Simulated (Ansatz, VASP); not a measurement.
One calculation of Mg, two programs

```
Mg
1.0
    -1.83599    1.83599    1.67940
     1.83599   -1.83599    1.67940
     1.83599    1.83599   -1.67940
Mg
1
Direct
  0.00000 0.00000 0.00000
```

Alike in both runs: functional PBEsol; k mesh 6 × 6 × 6; occupations fermi-dirac, width 0.05 eV; no spin polarisation.

|  | VASP | Ansatz |
| --- | --- | --- |
| version | VASP 6.6.1 | Ansatz 0.2.0 |
| potentials or method | VASP PAW PBE potentials, release 64 (Mg) | Ansatz PAW |
| plane-wave cutoff (eV) | 520 | 420 |
| valence electrons in the cell | 2 | 10 |
| task | single point | band structure |

VASP gave:

```
gap on the k mesh at the Fermi level (eV)                     : none
pressure (GPa)                                                : -0.1
traceless stress, the component that is largest in VASP (GPa) : 2.70
```

**Question.** Estimate Ansatz's values.

**Answer.** gap on the k mesh at the Fermi level (eV): none; pressure (GPa): -0.1; traceless stress, the component that is largest in VASP (GPa): 2.73.

VASP's potentials were made for PBE, not for PBEsol. A gap of «none» marks a metal or a gap that the smearing closes. VASP's potentials hold 2 valence electrons a cell and Ansatz's 10, so a difference there can come from the potentials and not from the codes.

The k mesh is coarse, so the values compare programs but aren't converged.
